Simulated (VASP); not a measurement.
Here is a VASP 6.6.1 calculation.

File POSCAR:

```
AgCl
1.0
    3.2261481986      0.0000000000      0.0000000000
    0.0000000000      3.2261481986      0.0000000000
    0.0000000000      0.0000000000      3.2261481986
Ag Cl
1 1
Direct
    0.0000000000      0.0000000000      0.0000000000
    0.5000000000      0.5000000000      0.5000000000
```

The input INCAR.step1:

```
ALGO = Normal
EDIFF = 1E-5
ENCUT = 520
GGA = PE
ISIF = 2
ISMEAR = 0
LASPH = True
LCHARG = False
LREAL = False
LWAVE = True
NBANDS = 16
NELM = 100
PREC = Accurate
SIGMA = 0.01
```

Contents of INCAR.step2:

```
ALGO = Normal
EDIFF = 1E-7
ENCUT = 520
GGA = PE
HFSCREEN = 0.2079
ISIF = 2
ISMEAR = 0
ISTART = 1
LASPH = True
LCHARG = False
LHFCALC = True
LREAL = False
LWAVE = False
NBANDS = 16
NELM = 100
PREC = Accurate
PRECFOCK = Normal
SIGMA = 0.01
```

File KPOINTS:

```
k-points
0
Gamma
  6 6 6
```

Potentials or basis: VASP PAW PBE potentials, release 64 (Ag, Cl).

The run is started by

```sh
$ cat potpaw_PBE.64/Ag/POTCAR potpaw_PBE.64/Cl/POTCAR > POTCAR
$ cp INCAR.step1 INCAR
$ mpirun -np 1 vasp_std > vasp.out
$ cp INCAR.step2 INCAR
$ mpirun -np 1 vasp_std > vasp.out
```

Q: Estimate the band gap on the k mesh.

A: 2.14 eV (least direct gap 4.31 eV).

Q: Predict the pressure.

A: 13.5 GPa.

Caveat: the cell differs from its parent crystal (strain -5.0%); the cell stands under pressure; the PAW data sets were made with another functional, which shifts forces and pressure a little. A k mesh can miss the band edges.
